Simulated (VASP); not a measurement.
Ti, 1 atom in the cell. It takes space group Im-3m (No. 229, cubic). Conventional cell: a = 3.256 Å, b = 3.256 Å, c = 3.256 Å, α = 90.00°, β = 90.00°, γ = 90.00°. Within 3.7 Å of Ti (site symmetry m-3m) lie 14 Ti at 2.82 to 3.26 Å. This isn't the form of Ti at room conditions, which is hcp.

- Program: VASP 6.6.1
- Task: single point
- Functional: PBE
- Potentials or basis: VASP PAW PBE potentials, release 64 (Ti_sv)
- Cutoff: 520 eV
- k mesh: 13 × 13 × 15
- Occupations: gaussian, width 0.1 eV
- Spin: no spin polarisation
- Dipole correction: no
- Further INCAR settings: ALGO = Fast; EDIFF = 1e-06; NBANDS = 12; ISYM = 0

Potentials or basis: VASP PAW PBE potentials, release 64 (Ti_sv).

Command:

```bash
$ cat potpaw_PBE.64/Ti_sv/POTCAR > POTCAR
$ mpirun -np 1 vasp_std > vasp.out
```

Hardware: 1 thread of Intel(R) Xeon(R) Platinum 8259CL CPU @ 2.50GHz (Skylake/Cascade Lake) (shared host).

Estimate the wall time of this run.

It took 4.4 min on 1 thread of Intel(R) Xeon(R) Platinum 8259CL CPU @ 2.50GHz (Skylake/Cascade Lake) (shared host), peak memory 0.36 GiB. Counts: scf iterations 20, k points 1268.
